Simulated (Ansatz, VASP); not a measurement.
# Two plane-wave programs on SrO

```
Sr O
1.0
     0.00000    2.60586    2.60586
     2.60586    0.00000    2.60586
     2.60586    2.60586    0.00000
Sr O
1 1
Cartesian
  2.6059 2.6059 2.6059
  0.0000 0.0000 0.0000
```

Alike in both runs: task single point; functional r2SCAN; k mesh 8 × 8 × 8; occupations gaussian, width 0.02 eV; no spin polarisation.

|  | VASP | Ansatz |
| --- | --- | --- |
| version | VASP 6.6.1 | Ansatz 0.2.0 |
| potentials or method | VASP PAW PBE potentials, release 64 (Sr_sv, O), cutoff 520 eV | scalar-relativistic, plane waves, PAW |
| valence electrons in the cell | 16 | 16 |

|  | VASP | Ansatz | Ansatz less VASP |
| --- | --- | --- | --- |
| gap on the k mesh at the Fermi level (eV) | 3.76 | 3.81 | +0.049 |
| least direct gap on the mesh (eV) | 3.87 | 3.91 | +0.038 |
| pressure (GPa) | -2.2 | -2.6 | -0.46 |

VASP's potentials were made for PBE, not for r2SCAN.
